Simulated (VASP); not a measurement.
# TlWF6 (Fm-3m) in VASP: notebook, part 3 of 3

VASP 6.6.1. The steps go on from the part before.

## (5) Single point, PBE, collinear spin

This run uses another cell than the first one, of 27.16 Å³/atom.

INCAR

```
SYSTEM = TlWF6
PREC = Accurate
ENCUT = 600
EDIFF = 1E-6
ISMEAR = 0
SIGMA = 0.1
LREAL = .False.
LASPH = .True.
NELM = 200
ALGO = Normal
ISIF = 2
LWAVE = .False.
LCHARG = .False.
ISPIN = 2
MAGMOM = 0 0.49 0 0 0 0 0 0
LORBIT = 11
LMAXMIX = 4
GGA = PE
NBANDS = 48
GGA_COMPAT = .False.
KPAR = 4
```

KPOINTS

```
regular mesh
0
Gamma
  8 8 8
  0 0 0
```

POSCAR

```
TlWF6
1.0
    0.0000000000      4.7716386809      4.7716386809
    4.7716386809      0.0000000000      4.7716386809
    4.7716386809      4.7716386809      0.0000000000
Tl W F
1 1 6
Direct
    0.5000000000      0.5000000000      0.5000000000
    0.0000000000      0.0000000000      0.0000000000
    0.7994562843      0.2005437157      0.2005437157
    0.2005437157      0.7994562843      0.7994562843
    0.2005437157      0.7994562843      0.2005437157
    0.7994562843      0.2005437157      0.7994562843
    0.2005437157      0.2005437157      0.7994562843
    0.7994562843      0.7994562843      0.2005437157
```

Potentials or basis: VASP PAW PBE potentials, release 64 (Tl_d, W_sv, F).

Launch:

```bash
> cat potpaw_PBE.64/Tl_d/POTCAR potpaw_PBE.64/W_sv/POTCAR potpaw_PBE.64/F/POTCAR > POTCAR
> mpirun -np 4 vasp_std > vasp.out
```

OUTCAR:

```text
SYSTEM = TlWF6
   PREC = Accurate
   ENCUT = 600
   EDIFF = 1E-6
   ISMEAR = 0
   LREAL = .False.
   LASPH = .True.
   NELM = 200
   ISIF = 2
   ISPIN = 2
   LORBIT = 11
   GGA = PE

 ion  position               nearest neighbor table
   1  0.500  0.500  0.500-   3 2.86   4 2.86   5 2.86   6 2.86   7 2.86   8 2.86
   2  0.000  0.000  0.000-   3 1.91   4 1.91   5 1.91   6 1.91   7 1.91   8 1.91
   3  0.799  0.201  0.201-   2 1.91   1 2.86
   4  0.201  0.799  0.799-   2 1.91   1 2.86
   5  0.201  0.799  0.201-   2 1.91   1 2.86
   6  0.799  0.201  0.799-   2 1.91   1 2.86
   7  0.201  0.201  0.799-   2 1.91   1 2.86
   8  0.799  0.799  0.201-   2 1.91   1 2.86

  LATTYP: Found a face centered cubic cell.
 ALAT       =     9.5432773618

  Lattice vectors:

 A1 = (   0.0000000000,   4.7716386809,   4.7716386809)
 A2 = (   4.7716386809,   0.0000000000,   4.7716386809)
 A3 = (   4.7716386809,   4.7716386809,   0.0000000000)

Analysis of symmetry for initial positions (statically):
=====================================================================
 Subroutine PRICEL returns:
 Original cell was already a primitive cell.

 Routine SETGRP: Setting up the symmetry group for a
 face centered cubic supercell.

 Subroutine GETGRP returns: Found 48 space group operations
 (whereof 48 operations were pure point group operations)
 out of a pool of 48 trial point group operations.

The static configuration has the point symmetry O_h .

Analysis of symmetry for dynamics (positions and initial velocities):
=====================================================================
 Subroutine PRICEL returns:
 Original cell was already a primitive cell.

 Routine SETGRP: Setting up the symmetry group for a
 face centered cubic supercell.

 Subroutine GETGRP returns: Found 48 space group operations
 (whereof 48 operations were pure point group operations)
 out of a pool of 48 trial point group operations.

The dynamic configuration has the point symmetry O_h .
[... 1358 lines left out ...]

 [... further k-points ...]

 spin component 2

 k-point     1 :       0.0000    0.0000    0.0000
  band No.  band energies     occupation
      1     -77.0449      1.00000
      2     -41.2307      1.00000
      3     -41.2307      1.00000
      4     -41.2307      1.00000
      5     -25.1525      1.00000
      6     -24.9307      1.00000
[... 1165 lines left out ...]
     45       6.5990      0.00000
     46       7.4655      0.00000

 [... further k-points ...]

 [bands above 46 left out]

------------------------ aborting loop because EDIFF is reached ----------------------------------------

  FORCE on cell =-STRESS in cart. coord.  units (eV):
  Direction    XX          YY          ZZ          XY          YZ          ZX
  --------------------------------------------------------------------------------------
  -------------------------------------------------------------------------------------
  Total        0.7968372      0.7968372      0.7968372      0.0000000     -0.0000000      0.0000000
  in kB        5.8755367      5.8755367      5.8755367      0.0000000     -0.0000000      0.0000000
  external PRESSURE =       5.8755367 kB  Pullay stress =       0.0000000 kB

 VOLUME and BASIS-vectors are now :
 -----------------------------------------------------------------------------
  energy-cutoff  :      600.00
  volume of cell :      217.29
      direct lattice vectors                 reciprocal lattice vectors
     0.000000000  4.771638681  4.771638681    -0.104785805  0.104785805  0.104785805
     4.771638681  0.000000000  4.771638681     0.104785805 -0.104785805  0.104785805
     4.771638681  4.771638681  0.000000000     0.104785805  0.104785805 -0.104785805

 POSITION                                       TOTAL-FORCE (eV/Angst)
 -----------------------------------------------------------------------------------
      4.77164      4.77164      4.77164         0.000000     -0.000000      0.000000
      0.00000      0.00000      0.00000         0.000000     -0.000000      0.000000
      1.91384      4.77164      4.77164         0.284288     -0.000000      0.000000
      7.62943      4.77164      4.77164        -0.284288     -0.000000      0.000000
      4.77164      1.91384      4.77164         0.000000      0.284288      0.000000
      4.77164      7.62943      4.77164         0.000000     -0.284288      0.000000
      4.77164      4.77164      1.91384         0.000000     -0.000000      0.284288
      4.77164      4.77164      7.62943         0.000000     -0.000000     -0.284288
 -----------------------------------------------------------------------------------
    total drift:                                0.000000      0.000000      0.000000

  FREE ENERGIE OF THE ION-ELECTRON SYSTEM (eV)
  ---------------------------------------------------
  free  energy   TOTEN  =       -45.5493312322 eV

  energy  without entropy=      -45.4751987495  energy(sigma->0) =      -45.51226499

 total charge

# of ion       s       p       d       tot
------------------------------------------
    1        1.339   0.042   9.679  11.060
    2        2.334   6.440   2.976  11.750
    3        1.739   4.342   0.000   6.081
    4        1.739   4.342   0.000   6.081
    5        1.739   4.342   0.000   6.081
    6        1.739   4.342   0.000   6.081
    7        1.739   4.342   0.000   6.081
    8        1.739   4.342   0.000   6.081
--------------------------------------------------
tot         14.108  32.536  12.654  59.298

 magnetization (x)

# of ion       s       p       d       tot
------------------------------------------
    1       -0.001   0.001   0.000   0.001
    2        0.009   0.007   0.782   0.797
    3        0.000   0.018   0.000   0.018
    4        0.000   0.018   0.000   0.018
    5        0.000   0.018   0.000   0.018
    6        0.000   0.018   0.000   0.018
    7        0.000   0.018   0.000   0.018
    8        0.000   0.018   0.000   0.018
--------------------------------------------------
tot          0.009   0.114   0.782   0.905
```

OSZICAR:

```text
N       E                     dE             d eps       ncg     rms          rms(c)
DAV:   1     0.640434191673E+03    0.64043E+03   -0.37658E+04  5760   0.146E+03
DAV:   2    -0.378100920341E+01   -0.64422E+03   -0.62519E+03  6728   0.380E+02
DAV:   3    -0.527116466801E+02   -0.48931E+02   -0.48609E+02  6496   0.103E+02
DAV:   4    -0.533598700687E+02   -0.64822E+00   -0.64433E+00  6344   0.131E+01
DAV:   5    -0.533694551760E+02   -0.95851E-02   -0.95741E-02  6232   0.151E+00    0.417E+01
DAV:   6    -0.457957675402E+02    0.75737E+01   -0.27007E+01  6184   0.335E+01    0.139E+01
DAV:   7    -0.456308031268E+02    0.16496E+00   -0.18834E+00  5688   0.785E+00    0.113E+01
DAV:   8    -0.455515834000E+02    0.79220E-01   -0.21702E-01  6232   0.345E+00    0.361E+00
DAV:   9    -0.455519119011E+02   -0.32850E-03   -0.21525E-02  5832   0.716E-01    0.122E+00
DAV:  10    -0.455492220198E+02    0.26899E-02   -0.58492E-03  5888   0.547E-01    0.206E-01
DAV:  11    -0.455494486306E+02   -0.22661E-03   -0.28279E-03  6272   0.298E-01    0.168E-01
DAV:  12    -0.455493641397E+02    0.84491E-04   -0.53841E-04  5752   0.128E-01    0.380E-02
DAV:  13    -0.455493373654E+02    0.26774E-04   -0.92301E-05  5608   0.521E-02    0.377E-02
DAV:  14    -0.455493317340E+02    0.56314E-05   -0.12019E-05  6264   0.178E-02    0.958E-03
DAV:  15    -0.455493312322E+02    0.50175E-06   -0.57763E-07  3904   0.519E-03
   1 F= -.45549331E+02 E0= -.45512265E+02  d E =-.741325E-01  mag=     1.0000
```

It took 4.2 min on 4 MPI ranks of AMD EPYC 7R13 (Zen 3), shared host; peak memory 0.89 GiB.

What came out:

| Property | Result |
| --- | --- |
| Free energy | -45.5493 eV |
| Pressure | 0.6 GPa |
| Largest force | 0.284 eV/Å |
| Band gap on the k mesh | zero (filled and empty bands overlap) |
| Net moment | 1.00 μB per cell |
| Site moments | Tl +0.00; W +0.80; F +0.02 μB |
| Valence electrons inside the program's atomic spheres | Tl 11.06; W 11.75; F 6.08 |

Forces on the atoms (eV/Å):
```
Tl   0.000  0.000  0.000
W    0.000  0.000  0.000
F    0.284  0.000  0.000
F   -0.284  0.000  0.000
F    0.000  0.284  0.000
F    0.000 -0.284  0.000
F    0.000  0.000  0.284
F    0.000  0.000 -0.284
```

Caveat: spin-orbit coupling is left out, which moves the levels of the heavy elements.

## (6) The runs side by side

```csv
spin,cell,k mesh,cutoff (eV),gap on the mesh (eV),pressure (GPa),moment (μB),largest force (eV/Å)
off,"a = 6.275 Å, angles 60.0°, 8 atoms, atomic positions A",4 × 4 × 4,520,none,-5.8,-,-
collinear,"a = 6.275 Å, angles 60.0°, 8 atoms, atomic positions A",4 × 4 × 4,520,none,-6.7,2.88,-
collinear,"a = 6.728 Å, angles 60.0°, 8 atoms, atomic positions B",4 × 4 × 4,520,none,0.8,1.00,0.31
collinear,"a = 6.748 Å, angles 60.0°, 8 atoms, atomic positions B",8 × 8 × 8,600,none,0.6,1.00,0.28
```

Alike in all rows: task single point; level PBE; potentials or basis VASP PAW PBE potentials, release 64 (Tl_d, W_sv, F); smearing gaussian 0.1 eV.

Caveats: spin-orbit coupling is left out, which moves the levels of the heavy elements; the cell stands under tension (at least some runs); an odd number of electrons without spin polarisation forces a metal (at least some runs); a magnetic or distorted state may lie lower (at least some runs).

Absolute energies hang on the potentials; compare differences alone.
